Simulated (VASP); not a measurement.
# Ru (P6/mmm) in VASP: single point with PBE

Aim: the single point of Ru with PBE.

Program: VASP 6.6.1. These are calculated values, not measurements. Logs are shortened: lines on timing, memory, paths and dates and some standing lists are left out, and cuts for length are marked.

## (1) The cell of the first run

It takes space group P6/mmm (No. 191, hexagonal). Conventional cell: a = 2.464 Å, b = 2.464 Å, c = 2.287 Å, α = 90.00°, β = 90.00°, γ = 120.00°. Within 3.0 Å of Ru (site symmetry 6/mmm) lie 8 Ru at 2.29 to 2.46 Å.

This isn't the form of Ru at room conditions, which is hcp.

## (2) Single point, PBE

INCAR reads:

```
SYSTEM = Ru
PREC = Accurate
ENCUT = 560
EDIFF = 1E-6
ISMEAR = -1
SIGMA = 0.08
LREAL = .False.
LASPH = .True.
NELM = 120
ALGO = Normal
ISIF = 2
LWAVE = .False.
LCHARG = .False.
GGA = PE
NBANDS = 14
GGA_COMPAT = .False.
```

KPOINTS reads:

```
regular mesh
0
Gamma
  18 18 17
  0 0 0
```

POSCAR reads:

```
Ru
1.0
    2.4635783572      0.0000000000      0.0000000000
   -1.2317891786      2.1335214415      0.0000000000
    0.0000000000      0.0000000000      2.2874823360
Ru
1
Direct
    0.0000000000      0.0000000000      0.0000000000
```

Potentials or basis: VASP PAW PBE potentials, release 64 (Ru_sv).

Launch:

```sh
$ cat potpaw_PBE.64/Ru_sv/POTCAR > POTCAR
$ mpirun -np 1 vasp_std > vasp.out
```

OUTCAR:

```text
SYSTEM = Ru
   PREC = Accurate
   ENCUT = 560
   EDIFF = 1E-6
   ISMEAR = -1
   LREAL = .False.
   LASPH = .True.
   NELM = 120
   ISIF = 2
   GGA = PE

 ion  position               nearest neighbor table
   1  0.000  0.000  0.000-

  LATTYP: Found a hexagonal cell.
 ALAT       =     2.4635783572
 C/A-ratio  =     0.9285202272

  Lattice vectors:

 A1 = (   2.4635783572,   0.0000000000,   0.0000000000)
 A2 = (  -1.2317891786,   2.1335214415,   0.0000000000)
 A3 = (   0.0000000000,   0.0000000000,   2.2874823360)

Analysis of symmetry for initial positions (statically):
=====================================================================
 Subroutine PRICEL returns:
 Original cell was already a primitive cell.

 Routine SETGRP: Setting up the symmetry group for a
 hexagonal supercell.

 Subroutine GETGRP returns: Found 24 space group operations
 (whereof 24 operations were pure point group operations)
 out of a pool of 24 trial point group operations.

The static configuration has the point symmetry D_6h.

Analysis of symmetry for dynamics (positions and initial velocities):
=====================================================================
 Subroutine PRICEL returns:
 Original cell was already a primitive cell.

 Routine SETGRP: Setting up the symmetry group for a
 hexagonal supercell.

 Subroutine GETGRP returns: Found 24 space group operations
 (whereof 24 operations were pure point group operations)
 out of a pool of 24 trial point group operations.

The dynamic configuration has the point symmetry D_6h.

 Subroutine INISYM returns: Found 24 space group operations
 (whereof 24 operations are pure point group operations),
 and found     1 'primitive' translations

----------------------------------------------------------------------------------------

                                     Primitive cell

  volume of cell :      12.0232

  direct lattice vectors                    reciprocal lattice vectors
     2.463578357  0.000000000  0.000000000     0.405913616  0.234354336  0.000000000
    -1.231789179  2.133521442  0.000000000     0.000000000  0.468708671  0.000000000
     0.000000000  0.000000000  2.287482336     0.000000000  0.000000000  0.437161846

  length of vectors
     2.463578357  2.463578357  2.287482336     0.468708671  0.468708671  0.437161846

  position of ions in fractional coordinates (direct lattice)
     0.000000000  0.000000000  0.000000000

  ion indices of the primitive-cell ions
   primitive index   ion index
                 1           1

----------------------------------------------------------------------------------------

 KPOINTS: regular mesh

Automatic generation of k-mesh.
 Grid dimensions read from file:
 generate k-points for:   18   18   17

 Generating k-lattice:

  Cartesian coordinates                     Fractional coordinates (reciprocal lattice)
     0.022550756  0.013019685  0.000000000     0.055555556  0.000000000  0.000000000
     0.000000000  0.026039371  0.000000000     0.000000000  0.055555556  0.000000000
     0.000000000  0.000000000  0.025715403     0.000000000  0.000000000  0.058823529

  Length of vectors
     0.026039371  0.026039371  0.025715403

  Shift w.r.t. Gamma in fractional coordinates (k-lattice)
     0.000000000  0.000000000  0.000000000

 Subroutine IBZKPT returns following result:
 ===========================================

 Found    333 irreducible k-points:

 Following reciprocal coordinates:
            Coordinates               Weight
  0.000000  0.000000  0.000000      1.000000
  0.055556 -0.000000  0.000000      6.000000
  0.111111 -0.000000  0.000000      6.000000
  0.166667  0.000000  0.000000      6.000000
  0.222222  0.000000  0.000000      6.000000
  0.277778  0.000000  0.000000      6.000000
[... 16 lines left out ...]
  0.333333  0.111111  0.000000     12.000000
  0.388889  0.111111  0.000000     12.000000
 [... further k-points ...]
   k-points           NKPTS =    333   k-points in BZ     NKDIM =    333   number of bands    NBANDS=     14
   number of dos      NEDOS =    301   number of ions     NIONS =      1
   total plane-waves  NPLWV =   7200
   dimension x,y,z NGX =    20 NGY =   20 NGZ =   18
   dimension x,y,z NGXF=    40 NGYF=   40 NGZF=   36
   ions per type =               1
   NGX,Y,Z   is equivalent  to a cutoff of  13.50, 13.50, 13.08 a.u.
   NGXF,Y,Z  is equivalent  to a cutoff of  26.99, 26.99, 26.16 a.u.
 SYSTEM =  Ru
   PREC   = accura    normal or accurate (medium, high low for compatibility)
   ISTART =      0    job   : 0-new  1-cont  2-samecut
   ICHARG =      2    charge: 1-file 2-atom 10-const
   ISPIN  =      1    spin polarized calculation?
   LNONCOLLINEAR =      F non collinear calculations
   LSORBIT =      F    spin-orbit coupling
   LASPH  =      T    aspherical Exc in radial PAW
   ENCUT  =  560.0 eV  41.16 Ry    6.42 a.u.   4.75  4.75  4.41*2*pi/ulx,y,z
   NELM   =    120;   NELMIN=  2; NELMDL= -5     # of ELM steps
   EDIFF  = 0.1E-05   stopping-criterion for ELM
   LREAL  =      F    real-space projection
   EDIFFG = 0.1E-04   stopping-criterion for IOM
   NSW    =      0    number of steps for IOM
   IBRION =     -1    ionic relax: 0-MD 1-quasi-New 2-CG
   NFREE  =      0    steps in history (QN), initial steepest desc. (CG)
   ISIF   =      2    stress and relaxation
   ISYM   =      2    0-nonsym 1-usesym 2-fastsym
   POTIM  = 0.5000    time-step for ionic-motion
   TEBEG  =    0.0;   TEEND  =   0.0 temperature during run
   PSTRESS=    0.0 pullay stress
   NELECT =      16.0000    total number of electrons
   NUPDOWN=      -1.0000    fix difference up-down
   EMIN   =  10.00;   EMAX   =-10.00  energy-range for DOS
   EFERMI =   0.00;   METHOD = LEGACY
   ISMEAR =    -1;   SIGMA  =   0.08  broadening in eV -4-tet -1-fermi 0-gaus
   EFERMI_NEDOS =   21; number of points for ismear=-14 and -15
   IALGO  =     38    algorithm
   IMIX   =      4    mixing-type and parameters
     AMIX     =   0.40;   BMIX     =  1.00
     AMIX_MAG =   1.60;   BMIX_MAG =  1.00
  volume/ion in A,a.u.               =      12.02        81.14
  Fermi-wavevector in a.u.,A,eV,Ry     =   1.800699  3.402828 44.117118  3.242517
  Thomas-Fermi vector in A             =   2.861373
   LORBIT       =      0    0 simple, 1 ext, 2 COOP (PROOUT), +10 PAW based schemes
   GGA     = PE    functional components
   LHFCALC =     F    Hartree Fock is set to
   AEXX    =    0.0000 exact exchange contribution
   IVDW    =     0    specifies the selected vdW correction
   LEPSILON=     F    determine dielectric tensor
   LRPA    =     F    only Hartree local field effects (RPA)
 non-spin polarized calculation
  energy-cutoff  :      560.00
  volume of cell :       12.02
 maximum number of plane-waves:       393
 NGX is ok and might be reduce to    20
   NGX =  9   NGY =  9   NGZ =  9

 number of electron      16.0000006 magnetization

 Free energy of the ion-electron system (eV)
  ---------------------------------------------------
  ext. energy  EPLUGINS =         0.00000000
  ---------------------------------------------------
  free energy    TOTEN  =        -7.73680831 eV

  energy without entropy =       -7.71551117  energy(sigma->0) =       -7.72615974

 E-fermi :  17.9766     XC(G=0): -14.9133

 val. band max:       17.9728385000   @ k =   0.3333   0.1667   0.2353
 cond. band min:      17.9810107271   @ k =   0.3333   0.1667   0.4118
 fundamental gap:      0.0081722271
 Fermi energy:        17.9766308503

 k-point     1 :       0.0000    0.0000    0.0000
  band No.  band energies     occupation
      1     -55.5430      2.00000
      2     -24.4788      2.00000
      3     -24.4788      2.00000
      4     -24.3423      2.00000
      5       9.2782      2.00000
      6      10.6601      2.00000
      7      14.7446      2.00000
      8      14.7446      2.00000
      9      20.6027      0.00000
     10      20.6027      0.00000
     11      32.7672      0.00000
     12      36.8487      0.00000
     13      42.3491      0.00000
     14      42.3491      0.00000

 k-point     2 :       0.0556   -0.0000    0.0000
  band No.  band energies     occupation
      1     -55.5332      2.00000
      2     -24.5382      2.00000
      3     -24.4920      2.00000
      4     -24.3361      2.00000
      5       9.4320      2.00000
      6      10.7198      2.00000
      7      14.6124      2.00000
      8      14.8786      2.00000
      9      20.4604      0.00000
     10      20.5785      0.00000
     11      33.0865      0.00000
     12      37.1293      0.00000
     13      41.4840      0.00000
     14      42.0122      0.00000

 k-point     3 :       0.1111   -0.0000    0.0000
  band No.  band energies     occupation
      1     -55.5048      2.00000
      2     -24.7077      2.00000
      3     -24.5300      2.00000
      4     -24.3182      2.00000
      5       9.8548      2.00000
      6      10.9015      2.00000
      7      14.2798      2.00000
      8      15.2742      2.00000
      9      20.0698      0.00000
     10      20.5090      0.00000
     11      33.9478      0.00000
     12      37.9237      0.00000
     13      39.7921      0.00000
     14      41.1566      0.00000
[... 324 lines left out ...]
 k-point    23 :       0.3333    0.1111    0.0000
  band No.  band energies     occupation
      1     -55.2374      2.00000
      2     -26.0733      2.00000
      3     -24.9878      2.00000
      4     -24.1515      2.00000
      5      11.1701      2.00000
      6      12.1409      2.00000
      7      16.1014      2.00000
      8      17.4839      1.99578
      9      19.6472      0.00000
     10      21.0875      0.00000
     11      30.2522      0.00000
     12      33.3922      0.00000
     13      38.9428      0.00000
     14      44.3440      0.00000

 k-point    24 :       0.3889    0.1111    0.0000
  band No.  band energies     occupation
      1     -55.2096      2.00000
      2     -26.2041      2.00000
      3     -25.0345      2.00000
      4     -24.1343      2.00000
      5      10.9519      2.00000
      6      12.3269      2.00000
      7      16.9856      1.99999
      8      17.2716      1.99970
      9      19.5613      0.00000
     10      21.9980      0.00000
     11      29.1749      0.00000
     12      32.6279      0.00000
     13      38.3596      0.00000
     14      44.5308      0.00000

 [... further k-points ...]

------------------------ aborting loop because EDIFF is reached ----------------------------------------

  FORCE on cell =-STRESS in cart. coord.  units (eV):
  Direction    XX          YY          ZZ          XY          YZ          ZX
  --------------------------------------------------------------------------------------
  -------------------------------------------------------------------------------------
  Total        6.9369244      6.9369244      6.9404461     -0.0000000     -0.0000000      0.0000000
  in kB      924.3924800    924.3924800    924.8617640     -0.0000000     -0.0000000      0.0000000
  external PRESSURE =     924.5489080 kB  Pullay stress =       0.0000000 kB

 VOLUME and BASIS-vectors are now :
 -----------------------------------------------------------------------------
  energy-cutoff  :      560.00
  volume of cell :       12.02
      direct lattice vectors                 reciprocal lattice vectors
     2.463578357  0.000000000  0.000000000     0.405913616  0.234354336  0.000000000
    -1.231789179  2.133521442  0.000000000     0.000000000  0.468708671  0.000000000
     0.000000000  0.000000000  2.287482336     0.000000000  0.000000000  0.437161846

 POSITION                                       TOTAL-FORCE (eV/Angst)
 -----------------------------------------------------------------------------------
      0.00000      0.00000      0.00000         0.000000      0.000000      0.000000
 -----------------------------------------------------------------------------------
    total drift:                               -0.000000      0.000000     -0.000000

  FREE ENERGIE OF THE ION-ELECTRON SYSTEM (eV)
  ---------------------------------------------------
  free  energy   TOTEN  =        -7.7368083119 eV

  energy  without entropy=       -7.7155111657  energy(sigma->0) =       -7.72615974
```

Wall time 26 s (1 thread of Intel Xeon Platinum 8488C (Sapphire Rapids), shared host); peak memory 0.17 GiB.

Results:

- Free energy: -7.7368 eV
- Pressure: 92.5 GPa
- Band gap on the k mesh: zero (bands 8 and 9 overlap by 5.04 eV)

Caveat: the cell stands under pressure.
